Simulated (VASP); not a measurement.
Set up this calculation in VASP 6.6.1, as the native input.

* Task: single point
* Functional: PBE
* Potentials or basis: VASP PAW PBE potentials, release 64 (Co, Si)
* Cutoff: 520 eV
* k mesh: 8 × 8 × 8
* Occupations: gaussian, width 0.05 eV
* Spin: no spin polarisation
* Dipole correction: no
* Further INCAR settings: ALGO = Normal; EDIFF = 1e-06; NBANDS = 36

The structure of CoSi lies in POSCAR:

```
CoSi
1.0
    4.4010485817      0.0000000000      0.0000000000
    0.0000000000      4.4010485817      0.0000000000
    0.0000000000      0.0000000000      4.4010485817
Co Si
4 4
Direct
    0.1457755797      0.1457755797      0.1457755797
    0.3542244203      0.8542244203      0.6457755797
    0.6457755797      0.3542244203      0.8542244203
    0.8542244203      0.6457755797      0.3542244203
    0.8434249732      0.8434249732      0.8434249732
    0.6565750268      0.1565750268      0.3434249732
    0.3434249732      0.6565750268      0.1565750268
    0.1565750268      0.3434249732      0.6565750268
```

One way to write it, as run:

INCAR

```
PREC = Accurate ; ENCUT = 520
EDIFF = 1E-6 ; ISMEAR = 0
SIGMA = 0.05 ; LREAL = F
LASPH = T ; NELM = 80
ALGO = Normal ; ISIF = 2
LWAVE = F ; LCHARG = F
GGA = PE ; NBANDS = 36
```

KPOINTS

```
Automatic mesh
0
Gamma
  8 8 8
```

Potentials or basis: VASP PAW PBE potentials, release 64 (Co, Si).

Launch:

```sh
$ cat potpaw_PBE.64/Co/POTCAR potpaw_PBE.64/Si/POTCAR > POTCAR
$ mpirun -np 1 vasp_std > vasp.out
```

It gave:

| Property | Result |
| --- | --- |
| Pressure | 4.5 GPa |
| Largest force | 0.006 eV/Å |
| Band gap on the k mesh | zero (bands 26 and 27 overlap by 0.22 eV) |

Caveat: the cell stands under pressure; the run has no spin polarisation, though such a crystal can be magnetic.

Wall time 2.1 min on 1 thread of Intel(R) Xeon(R) Platinum 8259CL CPU @ 2.50GHz (Skylake/Cascade Lake) (shared host), peak memory 0.26 GiB.
